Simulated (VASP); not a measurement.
# AlAu (R-3m) in VASP: notebook

AlAu is run at these levels: PBEsol; tasks: single point.

Program: VASP 6.6.1. These are calculated values, not measurements. Logs are shortened: lines on timing, memory, paths and dates and some standing lists are left out, and cuts for length are marked.

**1. The cell of the first run**

It takes space group R-3m (No. 166, trigonal). Conventional cell: a = 2.850 Å, b = 2.850 Å, c = 25.947 Å, α = 90.00°, β = 90.00°, γ = 120.00°. Within 3.5 Å of Al (site symmetry 3m) lie 3 Au at 2.66 Å and 9 Al at 2.74 to 2.85 Å. Au (site symmetry 3m) has 3 Al at 2.66 Å and 9 Au at 2.82 to 2.85 Å within 3.5 Å.

**2. Single point, PBEsol**

INCAR reads:

```
SYSTEM = AlAu
PREC = Accurate ; ENCUT = 520
EDIFF = 1E-6 ; ISMEAR = 0
SIGMA = 0.1 ; LREAL = .FALSE.
LASPH = .TRUE. ; NELM = 60
ALGO = Normal ; ISIF = 2
LWAVE = .FALSE. ; LCHARG = .FALSE.
GGA = PS ; NBANDS = 22
```

KPOINTS reads:

```
regular mesh
0
G
  6 6 6
  0 0 0
```

POSCAR reads:

```
AlAu
1.0
    1.4252315774      0.8228578349      8.6489016109
   -1.4252315774      0.8228578349      8.6489016109
    0.0000000000     -1.6457156697      8.6489016109
Al Au
2 2
Direct
    0.3755384223      0.3755384223      0.3755384223
    0.6244615777      0.6244615777      0.6244615777
    0.8774890294      0.8774890294      0.8774890294
    0.1225109706      0.1225109706      0.1225109706
```

Potentials or basis: VASP PAW PBE potentials, release 64 (Al, Au).

The run is started by

```sh
> cat potpaw_PBE.64/Al/POTCAR potpaw_PBE.64/Au/POTCAR > POTCAR
> mpirun -np 1 vasp_std > vasp.out
```

OUTCAR:

```text
SYSTEM = AlAu
   PREC = Accurate
   ENCUT = 520
   EDIFF = 1E-6
   ISMEAR = 0
   LREAL = .FALSE.
   LASPH = .TRUE.
   NELM = 60
   ISIF = 2
   GGA = PS

 ion  position               nearest neighbor table
   1  0.376  0.376  0.376-   4 2.66   4 2.66   4 2.66   2 2.74   2 2.74   2 2.74
   2  0.624  0.624  0.624-   3 2.66   3 2.66   3 2.66   1 2.74   1 2.74   1 2.74
   3  0.877  0.877  0.877-   2 2.66   2 2.66   2 2.66   4 2.82   4 2.82   4 2.82
   4  0.123  0.123  0.123-   1 2.66   1 2.66   1 2.66   3 2.82   3 2.82   3 2.82

  LATTYP: Found a trigonal (rhomboedric) cell.
 ALAT       =     8.8040830948
 COS(alpha) =     0.9475877744

  Lattice vectors:

 A1 = (   1.4252315774,   0.8228578349,   8.6489016109)
 A2 = (  -1.4252315774,   0.8228578349,   8.6489016109)
 A3 = (   0.0000000000,  -1.6457156697,   8.6489016109)

Analysis of symmetry for initial positions (statically):
=====================================================================
 Subroutine PRICEL returns:
 Original cell was already a primitive cell.

 Routine SETGRP: Setting up the symmetry group for a
 trigonal (rhombohedral) supercell.

 Subroutine GETGRP returns: Found 12 space group operations
 (whereof 12 operations were pure point group operations)
 out of a pool of 12 trial point group operations.

The static configuration has the point symmetry D_3d.

Analysis of symmetry for dynamics (positions and initial velocities):
=====================================================================
 Subroutine PRICEL returns:
 Original cell was already a primitive cell.

 Routine SETGRP: Setting up the symmetry group for a
 trigonal (rhombohedral) supercell.

 Subroutine GETGRP returns: Found 12 space group operations
 (whereof 12 operations were pure point group operations)
 out of a pool of 12 trial point group operations.

The dynamic configuration has the point symmetry D_3d.

 Subroutine INISYM returns: Found 12 space group operations
 (whereof 12 operations are pure point group operations),
 and found     1 'primitive' translations

----------------------------------------------------------------------------------------

                                     Primitive cell

  volume of cell :      60.8587

  direct lattice vectors                    reciprocal lattice vectors
     1.425231577  0.822857835  8.648901611     0.350820181  0.202546126  0.038540539
    -1.425231577  0.822857835  8.648901611    -0.350820181  0.202546126  0.038540539
     0.000000000 -1.645715670  8.648901611     0.000000000 -0.405092252  0.038540539

  length of vectors
     8.804083095  8.804083095  8.804083095     0.406921498  0.406921498  0.406921498

  position of ions in fractional coordinates (direct lattice)
     0.375538422  0.375538422  0.375538422
     0.624461578  0.624461578  0.624461578
     0.877489029  0.877489029  0.877489029
     0.122510971  0.122510971  0.122510971

  ion indices of the primitive-cell ions
   primitive index   ion index
                 1           1
                 2           2
                 3           3
                 4           4

----------------------------------------------------------------------------------------

 KPOINTS: regular mesh

Automatic generation of k-mesh.
 Grid dimensions read from file:
 generate k-points for:    6    6    6

 Generating k-lattice:

  Cartesian coordinates                     Fractional coordinates (reciprocal lattice)
     0.058470030  0.033757688  0.006423423     0.166666667 -0.000000000  0.000000000
    -0.058470030  0.033757688  0.006423423    -0.000000000  0.166666667  0.000000000
     0.000000000 -0.067515375  0.006423423     0.000000000  0.000000000  0.166666667

  Length of vectors
     0.067820250  0.067820250  0.067820250

  Shift w.r.t. Gamma in fractional coordinates (k-lattice)
     0.000000000  0.000000000  0.000000000

 Subroutine IBZKPT returns following result:
 ===========================================

 Found     32 irreducible k-points:

 Following reciprocal coordinates:
            Coordinates               Weight
  0.000000  0.000000  0.000000      1.000000
  0.166667 -0.000000  0.000000      6.000000
  0.333333  0.000000  0.000000      6.000000
  0.500000 -0.000000  0.000000      3.000000
  0.166667  0.166667  0.000000      6.000000
  0.333333  0.166667 -0.000000     12.000000
[... 16 lines left out ...]
  0.500000  0.500000  0.166667      6.000000
 -0.333333  0.500000  0.166667     12.000000
 [... further k-points ...]
   k-points           NKPTS =     32   k-points in BZ     NKDIM =     32   number of bands    NBANDS=     22
   number of dos      NEDOS =    301   number of ions     NIONS =      4
   total plane-waves  NPLWV = 343000
   dimension x,y,z NGX =    70 NGY =   70 NGZ =   70
   dimension x,y,z NGXF=   140 NGYF=  140 NGZF=  140
   ions per type =               2   2
   NGX,Y,Z   is equivalent  to a cutoff of  13.22, 13.22, 13.22 a.u.
   NGXF,Y,Z  is equivalent  to a cutoff of  26.44, 26.44, 26.44 a.u.
 SYSTEM =  AlAu
   PREC   = accura    normal or accurate (medium, high low for compatibility)
   ISTART =      0    job   : 0-new  1-cont  2-samecut
   ICHARG =      2    charge: 1-file 2-atom 10-const
   ISPIN  =      1    spin polarized calculation?
   LNONCOLLINEAR =      F non collinear calculations
   LSORBIT =      F    spin-orbit coupling
   LASPH  =      T    aspherical Exc in radial PAW
   ENCUT  =  520.0 eV  38.22 Ry    6.18 a.u.  16.37 16.37 16.37*2*pi/ulx,y,z
   NELM   =     60;   NELMIN=  2; NELMDL= -5     # of ELM steps
   EDIFF  = 0.1E-05   stopping-criterion for ELM
   LREAL  =      F    real-space projection
[... 7 lines left out ...]
   TEBEG  =    0.0;   TEEND  =   0.0 temperature during run
   PSTRESS=    0.0 pullay stress
   NELECT =      28.0000    total number of electrons
   NUPDOWN=      -1.0000    fix difference up-down
   EMIN   =  10.00;   EMAX   =-10.00  energy-range for DOS
   EFERMI =   0.00;   METHOD = LEGACY
   ISMEAR =     0;   SIGMA  =   0.10  broadening in eV -4-tet -1-fermi 0-gaus
   EFERMI_NEDOS =   21; number of points for ismear=-14 and -15
   IALGO  =     38    algorithm
   IMIX   =      4    mixing-type and parameters
     AMIX     =   0.40;   BMIX     =  1.00
     AMIX_MAG =   1.60;   BMIX_MAG =  1.00
  volume/ion in A,a.u.               =      15.21       102.67
  Fermi-wavevector in a.u.,A,eV,Ry     =   1.263824  2.388282 21.731930  1.597252
  Thomas-Fermi vector in A             =   2.397161
   LORBIT       =      0    0 simple, 1 ext, 2 COOP (PROOUT), +10 PAW based schemes
   GGA     = PS    functional components
   LHFCALC =     F    Hartree Fock is set to
   AEXX    =    0.0000 exact exchange contribution
   IVDW    =     0    specifies the selected vdW correction
   LEPSILON=     F    determine dielectric tensor
   LRPA    =     F    only Hartree local field effects (RPA)
 non-spin polarized calculation
 Gauss-broadening in eV      SIGMA  =   0.10
  energy-cutoff  :      520.00
  volume of cell :       60.86
 maximum number of plane-waves:      1655
 NGX is ok and might be reduce to    70
   NGX = 33   NGY = 33   NGZ = 33

 number of electron      28.0000001 magnetization

 Free energy of the ion-electron system (eV)
  ---------------------------------------------------
  ext. energy  EPLUGINS =         0.00000000
  ---------------------------------------------------
  free energy    TOTEN  =       -16.63275840 eV

  energy without entropy =      -16.62769825  energy(sigma->0) =      -16.63022833

 E-fermi :  10.1558     XC(G=0): -12.0641

 val. band max:       10.0896004263   @ k =   0.3333   0.1667  -0.0000
 cond. band min:      10.2112318113   @ k =   0.0000   0.0000   0.0000
 fundamental gap:      0.1216313850
 Fermi energy:        10.1557583465

 k-point     1 :       0.0000    0.0000    0.0000
  band No.  band energies     occupation
      1      -1.4413      2.00000
      2       0.5181      2.00000
      3       0.9413      2.00000
      4       2.6544      2.00000
      5       4.4744      2.00000
      6       4.8292      2.00000
[... 14 lines left out ...]
     21      21.5093      0.00000
     22      23.4300      0.00000

 k-point     2 :       0.1667   -0.0000    0.0000
  band No.  band energies     occupation
      1      -0.7039      2.00000
      2       1.1168      2.00000
      3       1.7460      2.00000
      4       3.0397      2.00000
      5       4.3577      2.00000
      6       4.5086      2.00000
[... 14 lines left out ...]
     21      20.9922      0.00000
     22      21.1507      0.00000

 k-point     3 :       0.3333    0.0000    0.0000
  band No.  band energies     occupation
      1       1.1690      2.00000
      2       2.2961      2.00000
      3       2.6990      2.00000
      4       3.0687      2.00000
      5       3.8800      2.00000
      6       4.9567      2.00000
[... 14 lines left out ...]
     21      18.9750      0.00000
     22      19.5338      0.00000

 k-point     4 :       0.5000   -0.0000    0.0000
  band No.  band energies     occupation
      1       2.1267      2.00000
      2       2.4212      2.00000
      3       2.5944      2.00000
      4       3.7969      2.00000
      5       4.4266      2.00000
      6       4.7709      2.00000
[... 14 lines left out ...]
     21      17.2144      0.00000
     22      17.9950      0.00000

 k-point     5 :       0.1667    0.1667    0.0000
  band No.  band energies     occupation
      1      -0.6814      2.00000
      2       0.9614      2.00000
      3       1.8863      2.00000
      4       3.0756      2.00000
      5       4.3345      2.00000
      6       4.5217      2.00000
[... 417 lines left out ...]
 k-point    22 :      -0.1667    0.3333    0.1667
  band No.  band energies     occupation
      1       2.6268      2.00000
      2       2.8701      2.00000
      3       2.9559      2.00000
      4       3.2700      2.00000
      5       4.3482      2.00000
      6       4.5762      2.00000
[... 14 lines left out ...]
     21      16.2932      0.00000
     22      17.9020      0.00000

 k-point    23 :       0.5000    0.5000    0.1667
  band No.  band energies     occupation
      1       1.3724      2.00000
      2       1.8167      2.00000
      3       2.9108      2.00000
      4       3.0587      2.00000
      5       4.1500      2.00000
      6       4.5581      2.00000
[... 14 lines left out ...]
     21      18.5506      0.00000
     22      19.1891      0.00000

 k-point    24 :      -0.3333    0.5000    0.1667
  band No.  band energies     occupation
      1       2.4603      2.00000
      2       2.8658      2.00000
      3       3.1740      2.00000
      4       3.3767      2.00000
      5       4.3736      2.00000
      6       4.6751      2.00000
[... 14 lines left out ...]
     21      17.1725      0.00000
     22      18.2160      0.00000

 [... further k-points ...]

------------------------ aborting loop because EDIFF is reached ----------------------------------------

  FORCE on cell =-STRESS in cart. coord.  units (eV):
  Direction    XX          YY          ZZ          XY          YZ          ZX
  --------------------------------------------------------------------------------------
  -------------------------------------------------------------------------------------
  Total        5.6642456      5.6642456      2.8937691      0.0000000      0.0000000      0.0000000
  in kB      149.1180461    149.1180461     76.1819368      0.0000000      0.0000000      0.0000000
  external PRESSURE =     124.8060096 kB  Pullay stress =       0.0000000 kB

 VOLUME and BASIS-vectors are now :
 -----------------------------------------------------------------------------
  energy-cutoff  :      520.00
  volume of cell :       60.86
      direct lattice vectors                 reciprocal lattice vectors
     1.425231577  0.822857835  8.648901611     0.350820181  0.202546126  0.038540539
    -1.425231577  0.822857835  8.648901611    -0.350820181  0.202546126  0.038540539
     0.000000000 -1.645715670  8.648901611     0.000000000 -0.405092252  0.038540539

 POSITION                                       TOTAL-FORCE (eV/Angst)
 -----------------------------------------------------------------------------------
      0.00000      0.00000      9.74398         0.000000      0.000000      0.166847
      0.00000      0.00000     16.20272         0.000000     -0.000000     -0.166847
      0.00000      0.00000     22.76795         0.000000      0.000000      0.887028
      0.00000      0.00000      3.17876         0.000000     -0.000000     -0.887028
 -----------------------------------------------------------------------------------
    total drift:                                0.000000      0.000000      0.000000

  FREE ENERGIE OF THE ION-ELECTRON SYSTEM (eV)
  ---------------------------------------------------
  free  energy   TOTEN  =       -16.6327583979 eV

  energy  without entropy=      -16.6276982524  energy(sigma->0) =      -16.63022833
```

Wall time 2.8 min (1 thread of Intel Xeon 6975P-C (Granite Rapids), shared host); peak memory 0.63 GiB.

Results:

| Item | Value |
| --- | --- |
| Free energy | -16.6328 eV |
| Pressure | 12.5 GPa |
| Largest force | 0.887 eV/Å |
| Band gap on the k mesh | zero (bands 14 and 15 overlap by 1.32 eV) |

Forces in eV/Å, atoms in the order of the input:
```
Al   0.000  0.000  0.167
Al   0.000  0.000 -0.167
Au   0.000  0.000  0.887
Au   0.000  0.000 -0.887
```

Levels at points of the mesh, in eV from the Fermi level:
| k point | band 10 | band 11 | band 12 | band 13 | band 14 | band 15 | band 16 | band 17 | band 18 | band 19 |
| --- | --- | --- | --- | --- | --- | --- | --- | --- | --- | --- |
| (0.00, 0.00, 0.00) | -4.01 | -4.01 | -3.32 | -3.32 | -2.88 | 0.06 | 8.68 | 9.08 | 11.00 | 11.00 |
| (0.50, 0.00, 0.00) | -3.60 | -2.47 | -2.36 | -1.29 | -1.06 | -0.35 | 1.70 | 2.78 | 5.68 | 5.98 |
| (0.50, 0.50, 0.00) | -3.60 | -2.47 | -2.36 | -1.72 | -1.50 | 0.26 | 1.80 | 2.69 | 4.01 | 5.92 |
| (0.50, 0.50, 0.50) | -4.98 | -4.01 | -4.01 | -3.32 | -3.32 | 2.39 | 5.12 | 10.98 | 10.98 | 11.24 |

Caveat: the k points lie up to 0.43 Å⁻¹ apart, too coarse for converged energies and pressures of a metal; the PAW data sets were made with another functional, which shifts forces and pressure a little; spin-orbit coupling is left out, which moves the levels of the heavy elements.

**3. Single point, PBEsol**

This run uses another cell than the first one, of 16.69 Å³/atom.

INCAR reads:

```
ALGO = Fast
EDIFF = 1E-7
ENCUT = 520
GGA = PS
ISIF = 2
ISMEAR = 0
LASPH = True
LCHARG = True
LELF = True
LREAL = False
LVHAR = True
LWAVE = False
NBANDS = 22
NELM = 100
PREC = Accurate
SIGMA = 0.1
```

KPOINTS reads:

```
k-points
0
Gamma
  18 18 18
```

POSCAR reads:

```
AlAu
1.0
    1.5151596499      0.8747778318      8.3924739641
   -1.5151596499      0.8747778318      8.3924739641
    0.0000000000     -1.7495556635      8.3924739641
Al Au
2 2
Direct
    0.3764258214      0.3764258214      0.3764258214
    0.6235741786      0.6235741786      0.6235741786
    0.8799597768      0.8799597768      0.8799597768
    0.1200402232      0.1200402232      0.1200402232
```

Potentials or basis: VASP PAW PBE potentials, release 64 (Al, Au).

The run is started by

```sh
> cat potpaw_PBE.64/Al/POTCAR potpaw_PBE.64/Au/POTCAR > POTCAR
> mpirun -np 1 vasp_std > vasp.out
```

OUTCAR:

```text
EDIFF = 1E-7
   ENCUT = 520
   GGA = PS
   ISIF = 2
   ISMEAR = 0
   LASPH = True
   LREAL = False
   NELM = 100
   PREC = Accurate

 ion  position               nearest neighbor table
   1  0.376  0.376  0.376-   4 2.61   4 2.61   4 2.61   2 2.79   2 2.79   2 2.79
   2  0.624  0.624  0.624-   3 2.61   3 2.61   3 2.61   1 2.79   1 2.79   1 2.79
   3  0.880  0.880  0.880-   2 2.61   2 2.61   2 2.61   4 2.93   4 2.93   4 2.93
   4  0.120  0.120  0.120-   1 2.61   1 2.61   1 2.61   3 2.93   3 2.93   3 2.93

  LATTYP: Found a trigonal (rhomboedric) cell.
 ALAT       =     8.5728970750
 COS(alpha) =     0.9375271141

  Lattice vectors:

 A1 = (   1.5151596499,   0.8747778318,   8.3924739641)
 A2 = (  -1.5151596499,   0.8747778318,   8.3924739641)
 A3 = (   0.0000000000,  -1.7495556635,   8.3924739641)

Analysis of symmetry for initial positions (statically):
=====================================================================
 Subroutine PRICEL returns:
 Original cell was already a primitive cell.

 Routine SETGRP: Setting up the symmetry group for a
[... 172 lines left out ...]

 E-fermi :   8.8550     XC(G=0): -11.5978

 val. band max:        8.8545176783   @ k =  -0.2778   0.3889   0.2778
 cond. band min:       8.8603852931   @ k =  -0.2778  -0.3889   0.1667
 fundamental gap:      0.0058676148
 Fermi energy:         8.8550373615

 k-point     1 :       0.0000    0.0000    0.0000
  band No.  band energies     occupation
      1      -1.9767      2.00000
      2      -0.0163      2.00000
      3       0.7538      2.00000
      4       2.2839      2.00000
      5       3.7832      2.00000
      6       3.7841      2.00000
[... 589 lines left out ...]
     21      17.7942      0.00000
     22      18.7532      0.00000

 [... further k-points ...]

------------------------ aborting loop because EDIFF is reached ----------------------------------------

  FORCE on cell =-STRESS in cart. coord.  units (eV):
  Direction    XX          YY          ZZ          XY          YZ          ZX
  --------------------------------------------------------------------------------------
  -------------------------------------------------------------------------------------
  Total       -0.0565769     -0.0565769     -0.0723354      0.0000000     -0.0000000      0.0000000
  in kB       -1.3581640     -1.3581640     -1.7364559      0.0000000     -0.0000000      0.0000000
  external PRESSURE =      -1.4842613 kB  Pullay stress =       0.0000000 kB

 VOLUME and BASIS-vectors are now :
 -----------------------------------------------------------------------------
  energy-cutoff  :      520.00
  volume of cell :       66.74
      direct lattice vectors                 reciprocal lattice vectors
     1.515159650  0.874777832  8.392473964     0.329998228  0.190524566  0.039718125
    -1.515159650  0.874777832  8.392473964    -0.329998228  0.190524566  0.039718125
     0.000000000 -1.749555664  8.392473964     0.000000000 -0.381049132  0.039718125

 POSITION                                       TOTAL-FORCE (eV/Angst)
 -----------------------------------------------------------------------------------
      0.00000      0.00000      9.47743         0.000000      0.000000      0.012656
      0.00000      0.00000     15.69999         0.000000     -0.000000     -0.012656
      0.00000      0.00000     22.15512         0.000000     -0.000000     -0.003988
      0.00000      0.00000      3.02230         0.000000      0.000000      0.003988
 -----------------------------------------------------------------------------------
    total drift:                               -0.000000      0.000000     -0.000000

  FREE ENERGIE OF THE ION-ELECTRON SYSTEM (eV)
  ---------------------------------------------------
  free  energy   TOTEN  =       -16.8547588545 eV

  energy  without entropy=      -16.8482210503  energy(sigma->0) =      -16.85148995
```

stdout:

```text
POSCAR found type information on POSCAR AlAu
 POSCAR found :  2 types and       4 ions
 scaLAPACK will be used
 -----------------------------------------------------------------------------
|                                                                             |
|                                                                             |
|     You enforced a specific xc type in the INCAR file but a different       |
|     I HOPE YOU KNOW WHAT YOU ARE DOING!                                     |
|                                                                             |
 -----------------------------------------------------------------------------

 LDA part: xc-table for (Slater+PW92), standard interpolation
 POSCAR, INCAR and KPOINTS ok, starting setup
 FFT: planning ... GRIDC
 FFT: planning ... GRID_SOFT
 FFT: planning ... GRID
 WAVECAR not read
 entering main loop
```

It took 43 min on 1 thread of Intel Xeon 6975P-C (Granite Rapids), shared host; peak memory 1.2 GiB.

What came out:

* Free energy: -16.8548 eV
* Pressure: -0.1 GPa
* Largest force: 0.013 eV/Å
* Band gap on the k mesh: zero (bands 14 and 15 overlap by 1.97 eV)

Forces in eV/Å, atoms in the order of the input:
```
Al   0.000  0.000  0.013
Al   0.000  0.000 -0.013
Au   0.000  0.000 -0.004
Au   0.000  0.000  0.004
```

Caveat: the PAW data sets were made with another functional, which shifts forces and pressure a little; spin-orbit coupling is left out, which moves the levels of the heavy elements.

The gap in the log of VASP goes by the Fermi energy; the results here count the filled bands.